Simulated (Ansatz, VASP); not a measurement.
# Two plane-wave programs on Ti12Si

```
CELL_PARAMETERS angstrom
5.70996 0.00000 0.00000
-2.85498 4.94497 0.00000
0.00000 0.00000 21.59326
ATOMIC_POSITIONS crystal
Ti 0.33333 0.16667 0.18524
Ti 0.33333 0.66667 0.18524
Ti 0.83333 0.16667 0.18524
Ti 0.83333 0.66667 0.18524
Ti 0.16667 0.33333 0.28944
Ti 0.16667 0.83333 0.28944
Ti 0.66667 0.33333 0.28944
Ti 0.66667 0.83333 0.28944
Ti 0.00000 0.00000 0.39333
Ti 0.00000 0.50000 0.39333
Ti 0.50000 0.00000 0.39333
Ti 0.50000 0.50000 0.39333
Si 0.08333 0.16667 0.49521
```

Alike in both runs: task single point; functional PBE; dispersion D3(BJ); k mesh 6 × 6 × 1; occupations gaussian, width 0.1 eV; no spin polarisation.

|  | VASP | Ansatz |
| --- | --- | --- |
| version | VASP 6.6.1 | Ansatz 0.2.0 |
| potentials or method | VASP PAW PBE potentials, release 64 (Ti_sv, Si), cutoff 520 eV | scalar-relativistic, plane waves, PAW |
| valence electrons in the cell | 148 | 148 |

Ansatz gave:

| Property | Result |
| --- | --- |
| gap on the k mesh at the Fermi level (eV) | none |
| rms of the force components (eV/Å) | 0.387 |
| work function, face that differs most (eV) | 4.67 |

Q: Which values does VASP return?

A: gap on the k mesh at the Fermi level (eV): none; rms of the force components (eV/Å): 0.386; work function, face that differs most (eV): 4.66.

Atom by atom the forces differ by 0.007 eV/Å (rms over components). A gap of «none» marks a metal or a gap that the smearing closes.
